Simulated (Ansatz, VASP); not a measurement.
# Two plane-wave programs on Al7C

```
Al C
1.0
     0.00000    4.63209    4.63209
     4.63209    0.00000    4.63209
     4.63209    4.63209    0.00000
Al C
7 1
Direct
  0.22281 0.77719 0.77719
  0.77719 0.22281 0.22281
  0.77719 0.22281 0.77719
  0.22281 0.77719 0.22281
  0.77719 0.77719 0.22281
  0.22281 0.22281 0.77719
  0.50000 0.50000 0.50000
  0.00000 0.00000 0.00000
```

Alike in both runs: functional PBE; k mesh 4 × 4 × 4; occupations gaussian, width 0.1 eV; no spin polarisation.

Ansatz relaxed the structure, and its values are those at the end. VASP's run is a single point on that final structure, the one shown.

```csv
,VASP,Ansatz
version,VASP 6.6.1,Ansatz 0.2.0
potentials or method,"VASP PAW PBE potentials, release 64 (Al, C), cutoff 520 eV","scalar-relativistic, plane waves, PAW"
valence electrons in the cell,25,25
```

VASP gave:

```
gap on the k mesh at the Fermi level (eV) : none
pressure (GPa)                            : 0.0
```

Problem. Estimate Ansatz's values.

Solution. gap on the k mesh at the Fermi level (eV): none; pressure (GPa): 0.1.

A gap of «none» marks a metal or a gap that the smearing closes. The functional is the same, so the differences come from potentials, cutoffs and numerics.
